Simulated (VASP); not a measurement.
Wanted: the native input for a VASP 6.6.1 run.

```
Task                   : single point
Functional             : r2SCAN
Potentials or basis    : VASP PAW PBE potentials, release 64 (B, N)
Cutoff                 : 520 eV
k mesh                 : 12 × 12 × 4
Occupations            : gaussian, width 0.02 eV
Spin                   : no spin polarisation
Dipole correction      : no
Further INCAR settings : ALGO = Normal; EDIFF = 1e-07; NBANDS = 16
```

BN:

```
B N
1.0
     2.50060    0.00000    0.00000
    -1.25030    2.16558    0.00000
     0.00000    0.00000    6.85739
B N
2 2
Direct
  0.00000 0.00000 0.00000
  0.33333 0.66667 0.50000
  0.33333 0.66667 0.00000
  0.66667 0.33333 0.50000
```

The input as run:

POSCAR

```
BN
1.0
    2.5005979699      0.0000000000      0.0000000000
   -1.2502989849      2.1655813666      0.0000000000
    0.0000000000      0.0000000000      6.8573944220
B N
2 2
Direct
    0.0000000000      0.0000000000      0.0000000000
    0.3333333333      0.6666666667      0.5000000000
    0.3333333333      0.6666666667      0.0000000000
    0.6666666667      0.3333333333      0.5000000000
```

INCAR.step1

```
  PREC = Accurate
  ENCUT = 520
  ISMEAR = 0
  SIGMA = 0.02
  LREAL = False
  LASPH = True
  NELM = 100
  NBANDS = 16
  GGA = PE
  ALGO = Normal
  EDIFF = 1E-4
  LWAVE = True
  LCHARG = False
```

INCAR.step2

```
  PREC = Accurate
  ENCUT = 520
  EDIFF = 1E-7
  ISMEAR = 0
  SIGMA = 0.02
  LREAL = False
  LASPH = True
  NELM = 100
  ALGO = Normal
  ISIF = 2
  LWAVE = False
  LCHARG = False
  METAGGA = R2SCAN
  LMIXTAU = True
  NBANDS = 16
  ISTART = 1
```

KPOINTS

```
Automatic mesh
0
Gamma
  12 12 4
```

Potentials or basis: VASP PAW PBE potentials, release 64 (B, N).

Command:

```bash
$ cat potpaw_PBE.64/B/POTCAR potpaw_PBE.64/N/POTCAR > POTCAR
$ cp INCAR.step1 INCAR
$ mpirun -np 1 vasp_std > vasp.out
$ cp INCAR.step2 INCAR
$ mpirun -np 1 vasp_std > vasp.out
```

It gave:

The pressure is 0.4 GPa and the band gap on the k mesh is 4.98 eV, indirect (least direct gap 5.23 eV).

Caveat: the PAW data sets were made with another functional, which shifts forces and pressure a little.

It took 110 s on 1 thread of AMD EPYC 7R13 Processor (Zen 3), on a shared host, peak memory 0.14 GiB.
